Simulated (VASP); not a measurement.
# CdIn2O4 (Fd-3m) in VASP: a series of runs

Aim: see how the results for CdIn2O4 move with the level of theory and the settings. Levels: PBE, r2SCAN. Tasks: electric field gradients.

Everything below comes from runs of VASP 6.6.1. Logs are shortened: lines on timing, memory, paths and dates and some standing lists are left out, and cuts for length are marked.

## 1. The cell of the first run

It takes space group Fd-3m (No. 227, cubic). Conventional cell: a = 9.166 Å, b = 9.166 Å, c = 9.166 Å, α = 90.00°, β = 90.00°, γ = 90.00°. Cd (site symmetry -43m) has 4 O at 2.14 Å within 2.8 Å. Within 2.9 Å of In (site symmetry -3m) lie 6 O at 2.20 Å. O (site symmetry 3m) has 1 Cd at 2.14 Å and 3 In at 2.20 Å within 2.8 Å.

## 2. Electric field gradients, PBE

INCAR reads:

```
SYSTEM = CdIn2O4
PREC = Accurate
ENCUT = 520
EDIFF = 1E-8
ISMEAR = -1
SIGMA = 0.02
LREAL = .False.
LASPH = .True.
NELM = 120
ALGO = Normal
ISIF = 2
LWAVE = .False.
LCHARG = .False.
GGA = PE
LEFG = .True.
NBANDS = 75
GGA_COMPAT = .False.
```

KPOINTS reads:

```
regular mesh
0
Gamma
  4 4 4
  0 0 0
```

POSCAR reads:

```
CdIn2O4
1.0
    0.0000000000      4.5830000000      4.5830000000
    4.5830000000      0.0000000000      4.5830000000
    4.5830000000      4.5830000000      0.0000000000
Cd In O
2 4 8
Direct
    0.5000000000      0.5000000000      0.5000000000
    0.7500000000      0.7500000000      0.7500000000
    0.1250000000      0.1250000000      0.1250000000
    0.6250000000      0.1250000000      0.1250000000
    0.1250000000      0.1250000000      0.6250000000
    0.1250000000      0.6250000000      0.1250000000
    0.3650000000      0.3650000000      0.3650000000
    0.3450000000      0.8850000000      0.8850000000
    0.3650000000      0.3650000000      0.9050000000
    0.8850000000      0.3450000000      0.8850000000
    0.9050000000      0.3650000000      0.3650000000
    0.8850000000      0.8850000000      0.8850000000
    0.3650000000      0.9050000000      0.3650000000
    0.8850000000      0.8850000000      0.3450000000
```

Potentials or basis: VASP PAW PBE potentials, release 64 (Cd, In_d, O).

Started as:

```
$ cat potpaw_PBE.64/Cd/POTCAR potpaw_PBE.64/In_d/POTCAR potpaw_PBE.64/O/POTCAR > POTCAR
$ mpirun -np 1 vasp_std > vasp.out
```

OUTCAR:

```text
SYSTEM = CdIn2O4
   PREC = Accurate
   ENCUT = 520
   EDIFF = 1E-8
   ISMEAR = -1
   LREAL = .False.
   LASPH = .True.
   NELM = 120
   ISIF = 2
   GGA = PE

 ion  position               nearest neighbor table
   1  0.500  0.500  0.500-   7 2.14   9 2.14  11 2.14  13 2.14   4 3.80   6 3.80   3 3.80   3 3.80
                             5 3.80   6 3.80   3 3.80   4 3.80   5 3.80   5 3.80   6 3.80   4 3.80
   2  0.750  0.750  0.750-  12 2.14  10 2.14   8 2.14  14 2.14   4 3.80   6 3.80   3 3.80   3 3.80
                             4 3.80   5 3.80   3 3.80   5 3.80   6 3.80   5 3.80   6 3.80   4 3.80
   3  0.125  0.125  0.125-   8 2.20   9 2.20  10 2.20  11 2.20  13 2.20  14 2.20   4 3.24   5 3.24
                             6 3.24   5 3.24   6 3.24   4 3.24   1 3.80   2 3.80   1 3.80   2 3.80
   4  0.625  0.125  0.125-   9 2.20  10 2.20  13 2.20  14 2.20   7 2.20  12 2.20   3 3.24   5 3.24
                             6 3.24   3 3.24   5 3.24   6 3.24   1 3.80   2 3.80   2 3.80   1 3.80
   5  0.125  0.125  0.625-   8 2.20  10 2.20  11 2.20  13 2.20  12 2.20   7 2.20   3 3.24   3 3.24
                             4 3.24   6 3.24   6 3.24   4 3.24   1 3.80   2 3.80   1 3.80   2 3.80
   6  0.125  0.625  0.125-   8 2.20   9 2.20  11 2.20  14 2.20  12 2.20   7 2.20   3 3.24   5 3.24
                             3 3.24   4 3.24   5 3.24   4 3.24   1 3.80   2 3.80   1 3.80   2 3.80
   7  0.365  0.365  0.365-   1 2.14   4 2.20   5 2.20   6 2.20
   8  0.345  0.885  0.885-   2 2.14   5 2.20   6 2.20   3 2.20
   9  0.365  0.365  0.905-   1 2.14   4 2.20   6 2.20   3 2.20
  10  0.885  0.345  0.885-   2 2.14   4 2.20   5 2.20   3 2.20
  11  0.905  0.365  0.365-   1 2.14   5 2.20   6 2.20   3 2.20
  12  0.885  0.885  0.885-   2 2.14   4 2.20   5 2.20   6 2.20
  13  0.365  0.905  0.365-   1 2.14   4 2.20   5 2.20   3 2.20
  14  0.885  0.885  0.345-   2 2.14   4 2.20   6 2.20   3 2.20

  LATTYP: Found a face centered cubic cell.
 ALAT       =     9.1660000000

  Lattice vectors:

 A1 = (   0.0000000000,   4.5830000000,   4.5830000000)
 A2 = (   4.5830000000,   0.0000000000,   4.5830000000)
 A3 = (   4.5830000000,   4.5830000000,   0.0000000000)

Analysis of symmetry for initial positions (statically):
=====================================================================
 Subroutine PRICEL returns:
 Original cell was already a primitive cell.

 Routine SETGRP: Setting up the symmetry group for a
 face centered cubic supercell.

 Subroutine GETGRP returns: Found 48 space group operations
 (whereof 24 operations were pure point group operations)
 out of a pool of 48 trial point group operations.

The static configuration has the point symmetry T_d .
 The point group associated with its full space group is O_h .

Analysis of symmetry for dynamics (positions and initial velocities):
=====================================================================
 Subroutine PRICEL returns:
 Original cell was already a primitive cell.

 Routine SETGRP: Setting up the symmetry group for a
 face centered cubic supercell.

 Subroutine GETGRP returns: Found 48 space group operations
 (whereof 24 operations were pure point group operations)
 out of a pool of 48 trial point group operations.

The dynamic configuration has the point symmetry T_d .
 The point group associated with its full space group is O_h .

 Subroutine INISYM returns: Found 48 space group operations
 (whereof 24 operations are pure point group operations),
 and found     1 'primitive' translations

----------------------------------------------------------------------------------------

                                     Primitive cell

  volume of cell :     192.5216

  direct lattice vectors                    reciprocal lattice vectors
     0.000000000  4.583000000  4.583000000    -0.109098844  0.109098844  0.109098844
     4.583000000  0.000000000  4.583000000     0.109098844 -0.109098844  0.109098844
     4.583000000  4.583000000  0.000000000     0.109098844  0.109098844 -0.109098844

  length of vectors
     6.481340756  6.481340756  6.481340756     0.188964740  0.188964740  0.188964740

  position of ions in fractional coordinates (direct lattice)
     0.500000000  0.500000000  0.500000000
     0.750000000  0.750000000  0.750000000
     0.125000000  0.125000000  0.125000000
     0.625000000  0.125000000  0.125000000
     0.125000000  0.125000000  0.625000000
     0.125000000  0.625000000  0.125000000
     0.365000000  0.365000000  0.365000000
     0.345000000  0.885000000  0.885000000
     0.365000000  0.365000000  0.905000000
     0.885000000  0.345000000  0.885000000
     0.905000000  0.365000000  0.365000000
     0.885000000  0.885000000  0.885000000
     0.365000000  0.905000000  0.365000000
     0.885000000  0.885000000  0.345000000

  ion indices of the primitive-cell ions
   primitive index   ion index
                 1           1
                 2           2
                 3           3
                 4           4
                 5           5
[... 80 lines left out ...]
   EFERMI_NEDOS =   21; number of points for ismear=-14 and -15
   IALGO  =     38    algorithm
   IMIX   =      4    mixing-type and parameters
     AMIX     =   0.40;   BMIX     =  1.00
     AMIX_MAG =   1.60;   BMIX_MAG =  1.00
  volume/ion in A,a.u.               =      13.75        92.80
  Fermi-wavevector in a.u.,A,eV,Ry     =   1.413803  2.671700 27.195851  1.998839
  Thomas-Fermi vector in A             =   2.535411
   LORBIT       =      0    0 simple, 1 ext, 2 COOP (PROOUT), +10 PAW based schemes
   GGA     = PE    functional components
   LHFCALC =     F    Hartree Fock is set to
   AEXX    =    0.0000 exact exchange contribution
   IVDW    =     0    specifies the selected vdW correction
   LEPSILON=     F    determine dielectric tensor
   LRPA    =     F    only Hartree local field effects (RPA)
 non-spin polarized calculation
  energy-cutoff  :      520.00
  volume of cell :      192.52
 maximum number of plane-waves:      5218
   NGX = 25   NGY = 25   NGZ = 25

 number of electron     124.0000032 magnetization

 Free energy of the ion-electron system (eV)
  ---------------------------------------------------
  ext. energy  EPLUGINS =         0.00000000
  ---------------------------------------------------
  free energy    TOTEN  =       -71.29944487 eV

  energy without entropy =      -71.29944487  energy(sigma->0) =      -71.29944487

 E-fermi :   4.1955     XC(G=0): -10.8199

 val. band max:        3.6515177838   @ k =   0.5000   0.0000   0.0000
 cond. band min:       4.7165596145   @ k =   0.0000   0.0000   0.0000
 fundamental gap:      1.0650418307
 Fermi energy:         4.1954915485

 k-point     1 :       0.0000    0.0000    0.0000
  band No.  band energies     occupation
      1     -13.7405      2.00000
      2     -13.1701      2.00000
      3     -13.1701      2.00000
      4     -13.1701      2.00000
      5     -12.8525      2.00000
      6     -12.6864      2.00000
[... 605 lines left out ...]
     73      12.7853      0.00000
     74      12.7853      0.00000
 [bands above 74 left out]

------------------------ aborting loop because EDIFF is reached ----------------------------------------

  FORCE on cell =-STRESS in cart. coord.  units (eV):
  Direction    XX          YY          ZZ          XY          YZ          ZX
  --------------------------------------------------------------------------------------
  -------------------------------------------------------------------------------------
  Total        8.2284502      8.2284502      8.2284502     -0.0000000     -0.0000000     -0.0000000
  in kB       68.4776833     68.4776833     68.4776833     -0.0000000     -0.0000000     -0.0000000
  external PRESSURE =      68.4776833 kB  Pullay stress =       0.0000000 kB

 VOLUME and BASIS-vectors are now :
 -----------------------------------------------------------------------------
  energy-cutoff  :      520.00
  volume of cell :      192.52
      direct lattice vectors                 reciprocal lattice vectors
     0.000000000  4.583000000  4.583000000    -0.109098844  0.109098844  0.109098844
     4.583000000  0.000000000  4.583000000     0.109098844 -0.109098844  0.109098844
     4.583000000  4.583000000  0.000000000     0.109098844  0.109098844 -0.109098844

 POSITION                                       TOTAL-FORCE (eV/Angst)
 -----------------------------------------------------------------------------------
      4.58300      4.58300      4.58300         0.000000      0.000000      0.000000
      6.87450      6.87450      6.87450         0.000000      0.000000      0.000000
      1.14575      1.14575      1.14575         0.000000      0.000000      0.000000
      1.14575      3.43725      3.43725         0.000000      0.000000      0.000000
      3.43725      3.43725      1.14575         0.000000      0.000000      0.000000
      3.43725      1.14575      3.43725         0.000000      0.000000      0.000000
      3.34559      3.34559      3.34559        -0.508968     -0.508968     -0.508968
      8.11191      5.63709      5.63709         0.508968     -0.508968     -0.508968
      5.82041      5.82041      3.34559         0.508968      0.508968     -0.508968
      5.63709      8.11191      5.63709        -0.508968      0.508968     -0.508968
      3.34559      5.82041      5.82041        -0.508968      0.508968      0.508968
      8.11191      8.11191      8.11191         0.508968      0.508968      0.508968
      5.82041      3.34559      5.82041         0.508968     -0.508968      0.508968
      5.63709      5.63709      8.11191        -0.508968     -0.508968      0.508968
 -----------------------------------------------------------------------------------
    total drift:                                0.000000      0.000000      0.000000

  FREE ENERGIE OF THE ION-ELECTRON SYSTEM (eV)
  ---------------------------------------------------
  free  energy   TOTEN  =       -71.2994448666 eV

  energy  without entropy=      -71.2994448666  energy(sigma->0) =      -71.29944487

 Electric field gradients (V/A^2)
---------------------------------------------------------------------
 ion       V_xx      V_yy      V_zz      V_xy      V_xz      V_yz
---------------------------------------------------------------------
   1      -0.000     0.000     0.000    -0.002    -0.002    -0.002
   2      -0.000     0.000     0.000    -0.002    -0.002    -0.002
   3      -0.000     0.000    -0.000   -21.164   -21.164   -21.164
   4      -0.000     0.000     0.000    21.162    21.162   -21.166
   5       0.000     0.000    -0.000   -21.166    21.162    21.162
   6       0.000    -0.000     0.000    21.162   -21.166    21.162
   7      -0.000    -0.000     0.000    10.530    10.530    10.530
   8       0.000    -0.000    -0.000   -10.525   -10.525    10.531
   9      -0.000    -0.000     0.000    10.531   -10.525   -10.525
  10      -0.000     0.000    -0.000   -10.525    10.531   -10.525
  11       0.000    -0.000    -0.000   -10.525   -10.525    10.531
  12      -0.000     0.000     0.000    10.530    10.530    10.530
  13      -0.000     0.000    -0.000   -10.525    10.531   -10.525
  14      -0.000    -0.000     0.000    10.531   -10.525   -10.525
---------------------------------------------------------------------

 Electric field gradients after diagonalization (V/A^2)
 (convention: |V_zz| > |V_xx| > |V_yy|)
----------------------------------------------------------------------
 ion       V_xx      V_yy      V_zz     asymmetry (V_yy - V_xx)/ V_zz
----------------------------------------------------------------------
   1       0.002     0.002    -0.004       0.000
   2       0.002     0.002    -0.004       0.000
   3      21.164    21.164   -42.329       0.000
   4      21.166    21.161   -42.327       0.000
   5      21.166    21.161   -42.327       0.000
   6      21.166    21.161   -42.327       0.000
   7     -10.530   -10.530    21.060       0.000
   8     -10.531   -10.523    21.054       0.000
   9     -10.531   -10.523    21.054       0.000
  10     -10.531   -10.523    21.054       0.000
  11     -10.531   -10.523    21.054       0.000
  12     -10.530   -10.530    21.060       0.000
  13     -10.531   -10.523    21.054       0.000
  14     -10.531   -10.523    21.054       0.000
----------------------------------------------------------------------

           NMR quadrupolar parameters

 Cq : quadrupolar parameter    Cq=e*Q*V_zz/h
 eta: asymmetry parameters     (V_yy - V_xx)/ V_zz
 Q  : nuclear electric quadrupole moment in mb (millibarn)
----------------------------------------------------------------------
 ion       Cq(MHz)       eta       Q (mb)
----------------------------------------------------------------------
   1      -0.000       0.000       1.000
   2      -0.000       0.000       1.000
   3      -0.102       0.000       1.000
   4      -0.102       0.000       1.000
   5      -0.102       0.000       1.000
   6      -0.102       0.000       1.000
   7       0.051       0.000       1.000
   8       0.051       0.000       1.000
   9       0.051       0.000       1.000
  10       0.051       0.000       1.000
  11       0.051       0.000       1.000
  12       0.051       0.000       1.000
  13       0.051       0.000       1.000
  14       0.051       0.000       1.000
----------------------------------------------------------------------
```

Wall time 3.4 min (1 thread of Intel Xeon Platinum 8488C (Sapphire Rapids), shared host); peak memory 0.36 GiB.

What came out:

- Free energy: -71.2994 eV
- Pressure: 6.8 GPa
- Largest force: 0.882 eV/Å
- Band gap on the k mesh: 1.07 eV (least direct gap 1.13 eV)
- Largest electric field gradient by atom: Cd -0.0; In -42.3; O +21.1 V/Å²

Forces on the atoms (eV/Å):
```
Cd   0.000  0.000  0.000
Cd   0.000  0.000  0.000
In   0.000  0.000  0.000
In   0.000  0.000  0.000
In   0.000  0.000  0.000
In   0.000  0.000  0.000
O   -0.509 -0.509 -0.509
O    0.509 -0.509 -0.509
O    0.509  0.509 -0.509
O   -0.509  0.509 -0.509
O   -0.509  0.509  0.509
O    0.509  0.509  0.509
O    0.509 -0.509  0.509
O   -0.509 -0.509  0.509
```

Electric field gradients, principal values (V/Å²):
| atom | least | middle | greatest (by size) |
| --- | --- | --- | --- |
| 1 Cd | 0.002 | 0.002 | -0.004 |
| 2 Cd | 0.002 | 0.002 | -0.004 |
| 3 In | 21.164 | 21.164 | -42.329 |
| 4 In | 21.161 | 21.166 | -42.327 |
| 5 In | 21.161 | 21.166 | -42.327 |
| 6 In | 21.161 | 21.166 | -42.327 |
| 7 O | -10.530 | -10.530 | 21.060 |
| 8 O | -10.523 | -10.531 | 21.054 |
| 9 O | -10.523 | -10.531 | 21.054 |
| 10 O | -10.523 | -10.531 | 21.054 |
| 11 O | -10.523 | -10.531 | 21.054 |
| 12 O | -10.530 | -10.530 | 21.060 |
| 13 O | -10.523 | -10.531 | 21.054 |
| 14 O | -10.523 | -10.531 | 21.054 |

Caveat: the cell stands under pressure; without QUAD_EFG the Cq values of the log hold for a quadrupole moment of 1 mb, not for the nuclei; spin-orbit coupling is left out, which moves the levels of the heavy elements. A hybrid or GW would open this gap; PBE tends to underestimate it.

(Continued in part 2 of 2.)
